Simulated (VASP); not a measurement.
Input of a VASP 6.6.1 run:

File INCAR:

```
PREC = Accurate
ENCUT = 600
EDIFF = 1E-6
ISMEAR = 0
SIGMA = 0.1
LREAL = F
LASPH = T
NELM = 60
ALGO = Normal
ISIF = 3
LWAVE = F
LCHARG = F
GGA = PE
IBRION = 2
NSW = 90
EDIFFG = -0.04
```

Contents of KPOINTS:

```
Automatic mesh
0
Gamma
  4 4 4
```

POSCAR

```
PtW2
1.0
    0.0000000000      3.6253761436      3.6253761436
    3.6253761436      0.0000000000      3.6253761436
    3.6253761436      3.6253761436      0.0000000000
Pt W
2 4
Direct
    0.0000000000      0.0000000000      0.0000000000
    0.2500000000      0.2500000000      0.2500000000
    0.6250000000      0.6250000000      0.6250000000
    0.1250000000      0.6250000000      0.6250000000
    0.6250000000      0.6250000000      0.1250000000
    0.6250000000      0.1250000000      0.6250000000
```

Potentials or basis: VASP PAW PBE potentials, release 64 (Pt, W_sv).

Run with:

```bash
$ cat potpaw_PBE.64/Pt/POTCAR potpaw_PBE.64/W_sv/POTCAR > POTCAR
$ mpirun -np 1 vasp_std > vasp.out
```

**Question.** Predict the space group after relaxing (to 0.1 Å).

**Answer.** Fd-3m (No. 227).

**Question.** Estimate the band gap on the k mesh.

**Answer.** Zero (bands 38 and 39 overlap by 2.51 eV).

**Question.** What does it give for the relaxed cell?

**Answer.** a = 5.223 Å, b = 5.223 Å, c = 5.223 Å, α = 60.00°, β = 60.00°, γ = 60.00°.

The path:
| step | energy change (eV) | largest force (eV/Å) | pressure (GPa) | volume (Å³) |
| --- | --- | --- | --- | --- |
| 1 | 0.0000 | 0.0000 | 15.48 | 95.30 |
| 2 | 1.4678 | 0.0000 | -27.22 | 118.07 |
| 3 | -0.2473 | 0.0000 | -0.86 | 101.07 |
| 4 | -0.2482 | 0.0000 | -0.09 | 100.74 |

Caveat: the k points lie up to 0.37 Å⁻¹ apart in the final cell, too coarse for converged energies and pressures of a metal; spin-orbit coupling is left out, which moves the levels of the heavy elements.
